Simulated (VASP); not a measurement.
# GaP (F-43m) in VASP: further runs

Runs on GaP. Level: PBE. Tasks: single point, relaxation of volume and atoms at fixed shape.

All numbers are computed with VASP 6.6.1; they aren't measurements. Logs are shortened: lines on timing, memory, paths and dates and some standing lists are left out, and cuts for length are marked.

**Measured values to compare with.**

From “Stacking defects in GaP nanowires: Electronic structure and optical properties”, 2018, arxiv:1810.01194, for a bulk crystal of GaP at 10 K: band gap 2.34 eV (indirect).

How close the calculation comes is told below.

**1. The cell of the first run**

The structure is cubic, space group F-43m (No. 216). Conventional cell: a = 5.505 Å, b = 5.505 Å, c = 5.505 Å, α = 90.00°, β = 90.00°, γ = 90.00°. Within 3.1 Å of Ga (site symmetry -43m) lie 4 P at 2.38 Å. Within 3.1 Å of P (site symmetry -43m) lie 4 Ga at 2.38 Å.

**2. Single point, PBE**

INCAR

```
SYSTEM = GaP
  ALGO = Normal
  EDIFF = 1E-6
  ENCUT = 520
  GGA = PE
  ISIF = 2
  ISMEAR = -1
  LASPH = .TRUE.
  LCHARG = .FALSE.
  LREAL = .FALSE.
  LWAVE = .FALSE.
  NBANDS = 16
  NELM = 60
  PREC = Accurate
  SIGMA = 0.01
```

KPOINTS

```
k-points
0
G
  6 6 6
  0 0 0
```

POSCAR

```
GaP
1.0
    0.0000000000      2.7526980820      2.7526980820
    2.7526980820      0.0000000000      2.7526980820
    2.7526980820      2.7526980820      0.0000000000
Ga P
1 1
Direct
    0.0000000000      0.0000000000      0.0000000000
    0.2500000000      0.2500000000      0.2500000000
```

Potentials or basis: VASP PAW PBE potentials, release 64 (Ga_d, P).

On the command line:

```sh
cat potpaw_PBE.64/Ga_d/POTCAR potpaw_PBE.64/P/POTCAR > POTCAR
mpirun -np 1 vasp_std > vasp.out
```

OUTCAR:

```text
SYSTEM = GaP
   EDIFF = 1E-6
   ENCUT = 520
   GGA = PE
   ISIF = 2
   ISMEAR = -1
   LASPH = .TRUE.
   LREAL = .FALSE.
   NELM = 60
   PREC = Accurate

 ion  position               nearest neighbor table
   1  0.000  0.000  0.000-   2 2.38   2 2.38   2 2.38   2 2.38
   2  0.250  0.250  0.250-   1 2.38   1 2.38   1 2.38   1 2.38

  LATTYP: Found a face centered cubic cell.
 ALAT       =     5.5053961640

  Lattice vectors:

 A1 = (   0.0000000000,   2.7526980820,   2.7526980820)
 A2 = (   2.7526980820,   0.0000000000,   2.7526980820)
 A3 = (   2.7526980820,   2.7526980820,   0.0000000000)

Analysis of symmetry for initial positions (statically):
=====================================================================
 Subroutine PRICEL returns:
 Original cell was already a primitive cell.

 Routine SETGRP: Setting up the symmetry group for a
 face centered cubic supercell.

 Subroutine GETGRP returns: Found 24 space group operations
 (whereof 24 operations were pure point group operations)
 out of a pool of 48 trial point group operations.

The static configuration has the point symmetry T_d .

Analysis of symmetry for dynamics (positions and initial velocities):
=====================================================================
 Subroutine PRICEL returns:
 Original cell was already a primitive cell.

 Routine SETGRP: Setting up the symmetry group for a
 face centered cubic supercell.

 Subroutine GETGRP returns: Found 24 space group operations
 (whereof 24 operations were pure point group operations)
 out of a pool of 48 trial point group operations.

The dynamic configuration has the point symmetry T_d .

 Subroutine INISYM returns: Found 24 space group operations
 (whereof 24 operations are pure point group operations),
 and found     1 'primitive' translations

----------------------------------------------------------------------------------------

                                     Primitive cell

  volume of cell :      41.7163

  direct lattice vectors                    reciprocal lattice vectors
     0.000000000  2.752698082  2.752698082    -0.181639971  0.181639971  0.181639971
     2.752698082  0.000000000  2.752698082     0.181639971 -0.181639971  0.181639971
     2.752698082  2.752698082  0.000000000     0.181639971  0.181639971 -0.181639971

  length of vectors
     3.892902961  3.892902961  3.892902961     0.314609659  0.314609659  0.314609659

  position of ions in fractional coordinates (direct lattice)
     0.000000000  0.000000000  0.000000000
     0.250000000  0.250000000  0.250000000

  ion indices of the primitive-cell ions
   primitive index   ion index
                 1           1
                 2           2

----------------------------------------------------------------------------------------

 KPOINTS: k-points

Automatic generation of k-mesh.
 Grid dimensions read from file:
 generate k-points for:    6    6    6

 Generating k-lattice:

  Cartesian coordinates                     Fractional coordinates (reciprocal lattice)
    -0.030273329  0.030273329  0.030273329     0.166666667  0.000000000  0.000000000
     0.030273329 -0.030273329  0.030273329     0.000000000  0.166666667  0.000000000
     0.030273329  0.030273329 -0.030273329     0.000000000  0.000000000  0.166666667

  Length of vectors
     0.052434943  0.052434943  0.052434943

  Shift w.r.t. Gamma in fractional coordinates (k-lattice)
     0.000000000  0.000000000  0.000000000

 Subroutine IBZKPT returns following result:
 ===========================================

 Found     16 irreducible k-points:

 Following reciprocal coordinates:
            Coordinates               Weight
  0.000000  0.000000  0.000000      1.000000
  0.166667  0.000000  0.000000      8.000000
  0.333333  0.000000  0.000000      8.000000
  0.500000  0.000000  0.000000      4.000000
  0.166667  0.166667  0.000000      6.000000
  0.333333  0.166667  0.000000     24.000000
[... 8 lines left out ...]
 -0.333333  0.333333  0.166667     24.000000
 -0.333333  0.500000  0.166667     12.000000
   k-points           NKPTS =     16   k-points in BZ     NKDIM =     16   number of bands    NBANDS=     16
   number of dos      NEDOS =    301   number of ions     NIONS =      2
   total plane-waves  NPLWV =  27000
   dimension x,y,z NGX =    30 NGY =   30 NGZ =   30
   dimension x,y,z NGXF=    60 NGYF=   60 NGZF=   60
   ions per type =               1   1
   NGX,Y,Z   is equivalent  to a cutoff of  12.81, 12.81, 12.81 a.u.
   NGXF,Y,Z  is equivalent  to a cutoff of  25.62, 25.62, 25.62 a.u.
 SYSTEM =  GaP
   PREC   = accura    normal or accurate (medium, high low for compatibility)
   ISTART =      0    job   : 0-new  1-cont  2-samecut
   ICHARG =      2    charge: 1-file 2-atom 10-const
   ISPIN  =      1    spin polarized calculation?
   LNONCOLLINEAR =      F non collinear calculations
   LSORBIT =      F    spin-orbit coupling
   LASPH  =      T    aspherical Exc in radial PAW
   ENCUT  =  520.0 eV  38.22 Ry    6.18 a.u.   7.24  7.24  7.24*2*pi/ulx,y,z
   NELM   =     60;   NELMIN=  2; NELMDL= -5     # of ELM steps
   EDIFF  = 0.1E-05   stopping-criterion for ELM
   LREAL  =      F    real-space projection
   EDIFFG = 0.1E-04   stopping-criterion for IOM
   NSW    =      0    number of steps for IOM
   IBRION =     -1    ionic relax: 0-MD 1-quasi-New 2-CG
   NFREE  =      0    steps in history (QN), initial steepest desc. (CG)
   ISIF   =      2    stress and relaxation
   ISYM   =      2    0-nonsym 1-usesym 2-fastsym
   POTIM  = 0.5000    time-step for ionic-motion
   TEBEG  =    0.0;   TEEND  =   0.0 temperature during run
   PSTRESS=    0.0 pullay stress
   NELECT =      18.0000    total number of electrons
   NUPDOWN=      -1.0000    fix difference up-down
   EMIN   =  10.00;   EMAX   =-10.00  energy-range for DOS
   EFERMI =   0.00;   METHOD = LEGACY
   ISMEAR =    -1;   SIGMA  =   0.01  broadening in eV -4-tet -1-fermi 0-gaus
   EFERMI_NEDOS =   21; number of points for ismear=-14 and -15
   IALGO  =     38    algorithm
   IMIX   =      4    mixing-type and parameters
     AMIX     =   0.40;   BMIX     =  1.00
     AMIX_MAG =   1.60;   BMIX_MAG =  1.00
  volume/ion in A,a.u.               =      20.86       140.76
  Fermi-wavevector in a.u.,A,eV,Ry     =   1.237078  2.337738 20.821839  1.530362
  Thomas-Fermi vector in A             =   2.371660
   LORBIT       =      0    0 simple, 1 ext, 2 COOP (PROOUT), +10 PAW based schemes
   GGA     = PE    functional components
   LHFCALC =     F    Hartree Fock is set to
   AEXX    =    0.0000 exact exchange contribution
   IVDW    =     0    specifies the selected vdW correction
   LEPSILON=     F    determine dielectric tensor
   LRPA    =     F    only Hartree local field effects (RPA)
 non-spin polarized calculation
  energy-cutoff  :      520.00
  volume of cell :       41.72
 maximum number of plane-waves:      1158
 NGX is ok and might be reduce to    30
   NGX = 15   NGY = 15   NGZ = 15

 number of electron      18.0000003 magnetization

 Free energy of the ion-electron system (eV)
  ---------------------------------------------------
  ext. energy  EPLUGINS =         0.00000000
  ---------------------------------------------------
  free energy    TOTEN  =        -9.11201628 eV

  energy without entropy =       -9.11201628  energy(sigma->0) =       -9.11201628

 E-fermi :   4.5887     XC(G=0):  -9.6937

 val. band max:        4.3567517883   @ k =   0.0000   0.0000   0.0000
 cond. band min:       5.9337226422   @ k =   0.0000   0.0000   0.0000
 fundamental gap:      1.5769708539
 Fermi energy:         4.5887030699

 k-point     1 :       0.0000    0.0000    0.0000
  band No.  band energies     occupation
      1     -10.1541      2.00000
      2     -10.1541      2.00000
      3     -10.1541      2.00000
      4     -10.0635      2.00000
      5     -10.0635      2.00000
      6      -7.9141      2.00000
[... 8 lines left out ...]
     15      14.0987      0.00000
     16      14.0987      0.00000

 k-point     2 :       0.1667    0.0000    0.0000
  band No.  band energies     occupation
      1     -10.1738      2.00000
      2     -10.1470      2.00000
      3     -10.1470      2.00000
      4     -10.0633      2.00000
      5     -10.0633      2.00000
      6      -7.5721      2.00000
[... 8 lines left out ...]
     15      13.3009      0.00000
     16      14.2809      0.00000

 k-point     3 :       0.3333    0.0000    0.0000
  band No.  band energies     occupation
      1     -10.2094      2.00000
      2     -10.1356      2.00000
      3     -10.1356      2.00000
      4     -10.0602      2.00000
      5     -10.0602      2.00000
      6      -6.6648      2.00000
[... 8 lines left out ...]
     15      13.9490      0.00000
     16      13.9624      0.00000

 k-point     4 :       0.5000    0.0000    0.0000
  band No.  band energies     occupation
      1     -10.2258      2.00000
      2     -10.1316      2.00000
      3     -10.1316      2.00000
      4     -10.0568      2.00000
      5     -10.0568      2.00000
      6      -5.9444      2.00000
[... 8 lines left out ...]
     15      15.9439      0.00000
     16      15.9439      0.00000
[... 172 lines left out ...]
 k-point    14 :       0.5000    0.3333    0.1667
  band No.  band energies     occupation
      1     -10.2313      2.00000
      2     -10.1230      2.00000
      3     -10.1130      2.00000
      4     -10.0758      2.00000
      5     -10.0536      2.00000
      6      -5.9219      2.00000
[... 8 lines left out ...]
     15      15.9936      0.00000
     16      17.4312      0.00000

 k-point    15 :      -0.3333    0.3333    0.1667
  band No.  band energies     occupation
      1     -10.2369      2.00000
      2     -10.1230      2.00000
      3     -10.1069      2.00000
      4     -10.0729      2.00000
      5     -10.0564      2.00000
      6      -5.3099      2.00000
[... 8 lines left out ...]
     15      16.6419      0.00000
     16      16.9539      0.00000

 k-point    16 :      -0.3333    0.5000    0.1667
  band No.  band energies     occupation
      1     -10.2471      2.00000
      2     -10.1128      2.00000
      3     -10.0994      2.00000
      4     -10.0818      2.00000
      5     -10.0515      2.00000
      6      -5.0236      2.00000
[... 8 lines left out ...]
     15      16.1233      0.00000
     16      17.7680      0.00000

------------------------ aborting loop because EDIFF is reached ----------------------------------------

  FORCE on cell =-STRESS in cart. coord.  units (eV):
  Direction    XX          YY          ZZ          XY          YZ          ZX
  --------------------------------------------------------------------------------------
  -------------------------------------------------------------------------------------
  Total       -0.0051495     -0.0051495     -0.0051495      0.0000000      0.0000000     -0.0000000
  in kB       -0.1977725     -0.1977725     -0.1977725      0.0000000      0.0000000     -0.0000000
  external PRESSURE =      -0.1977725 kB  Pullay stress =       0.0000000 kB

 VOLUME and BASIS-vectors are now :
 -----------------------------------------------------------------------------
  energy-cutoff  :      520.00
  volume of cell :       41.72
      direct lattice vectors                 reciprocal lattice vectors
     0.000000000  2.752698082  2.752698082    -0.181639971  0.181639971  0.181639971
     2.752698082  0.000000000  2.752698082     0.181639971 -0.181639971  0.181639971
     2.752698082  2.752698082  0.000000000     0.181639971  0.181639971 -0.181639971

 POSITION                                       TOTAL-FORCE (eV/Angst)
 -----------------------------------------------------------------------------------
      0.00000      0.00000      0.00000         0.000000      0.000000      0.000000
      1.37635      1.37635      1.37635        -0.000000     -0.000000     -0.000000
 -----------------------------------------------------------------------------------
    total drift:                                0.000002      0.000002      0.000002

  FREE ENERGIE OF THE ION-ELECTRON SYSTEM (eV)
  ---------------------------------------------------
  free  energy   TOTEN  =        -9.1120162795 eV

  energy  without entropy=       -9.1120162795  energy(sigma->0) =       -9.11201628
```

Run time: 6.4 s. Hardware: 1 thread of AMD EPYC 9R45 (Zen 5), shared host; peak memory 0.14 GiB.

What came out:

| Item | Value |
| --- | --- |
| Free energy | -9.1120 eV |
| Pressure | 0.0 GPa |
| Band gap on the k mesh | 1.58 eV, direct |

**3. Relaxation of volume and atoms at fixed shape, PBE**

This run uses another cell than the first one, of 20.24 Å³/atom, 0.970 times its volume.

INCAR

```
  PREC = Accurate
  ENCUT = 600
  EDIFF = 1E-6
  ISMEAR = -1
  SIGMA = 0.01
  LREAL = False
  LASPH = True
  NELM = 100
  ALGO = Normal
  ISIF = 8
  LWAVE = False
  LCHARG = False
  GGA = PE
  IBRION = 2
  NSW = 50
  EDIFFG = -0.005
```

KPOINTS

```
Automatic mesh
0
Gamma
  6 6 6
```

POSCAR

```
GaP
1.0
    0.0000000000      2.7252500000      2.7252500000
    2.7252500000      0.0000000000      2.7252500000
    2.7252500000      2.7252500000      0.0000000000
Ga P
1 1
Direct
    0.0000000000      0.0000000000      0.0000000000
    0.2500000000      0.2500000000      0.2500000000
```

Potentials or basis: VASP PAW PBE potentials, release 64 (Ga_d, P).

On the command line:

```sh
cat potpaw_PBE.64/Ga_d/POTCAR potpaw_PBE.64/P/POTCAR > POTCAR
mpirun -np 1 vasp_std > vasp.out
```

It took 22 s on 1 thread of AMD EPYC 9R45 (Zen 5), shared host; peak memory 0.16 GiB.

Results (log left out):

- Free energy: -9.1117 eV
- Relaxed volume: 20.86 Å³/atom
- Relaxed cell: a = 3.893 Å, b = 3.893 Å, c = 3.893 Å, α = 60.00°, β = 60.00°, γ = 60.00°
- Space group after relaxing (to 0.05 Å): F-43m (No. 216)
- Energy gained by relaxing: 4.7 meV/atom
- Ionic steps: 6
- Pressure after relaxing: 0.0 GPa
- Band gap on the k mesh: 1.58 eV, direct

Step by step:
```tsv
step	energy change (eV)	largest force (eV/Å)	pressure (GPa)	volume (Å³)
1	0.0000	0.0000	2.44	40.48
2	-0.0074	0.0000	-1.07	42.32
3	-0.0094	0.0000	0.05	41.73
4	-0.0094	0.0000	-0.09	41.76
5	-0.0094	0.0000	0.11	41.69
6	-0.0094	0.0000	-0.03	41.72
```

Final structure:
```xyz
2
Lattice="0.0000 2.7529 2.7529 2.7529 0.0000 2.7529 2.7529 2.7529 0.0000" Properties=species:S:1:pos:R:3 pbc="T T T"
Ga    5.5057    2.7529    2.7529
P     1.3764    1.3764    1.3764
```

Levels at points of the mesh, in eV from the valence-band top:
| k point | band 7 | band 8 | band 9 | band 10 | band 11 | band 12 |
| --- | --- | --- | --- | --- | --- | --- |
| (0.00, 0.00, 0.00) | 0.00 | 0.00 | 0.00 | 1.58 | 3.89 | 3.89 |
| (0.50, 0.00, 0.00) | -6.47 | -1.07 | -1.07 | 1.58 | 4.72 | 4.72 |
| (0.50, 0.50, 0.00) | -6.62 | -2.58 | -2.58 | 1.71 | 1.84 | 10.37 |

A k mesh can miss the band edges. PBE usually gives volumes a little too large and moduli too small.

**4. Comparison with measurements**

Step 2. A measured gap of GaP is 2.34 eV (indirect; 10 K; quoted in “Stacking defects in GaP nanowires: Electronic structure and optical properties”, 2018, arxiv:1810.01194); the calculated 1.58 eV misses it by -0.76 eV. Spin-orbit coupling on Ga is left out. The value is that of PBE on a finite k mesh, which can miss the band edges, without temperature or zero-point motion. Semilocal functionals fall short of measured gaps as a rule.
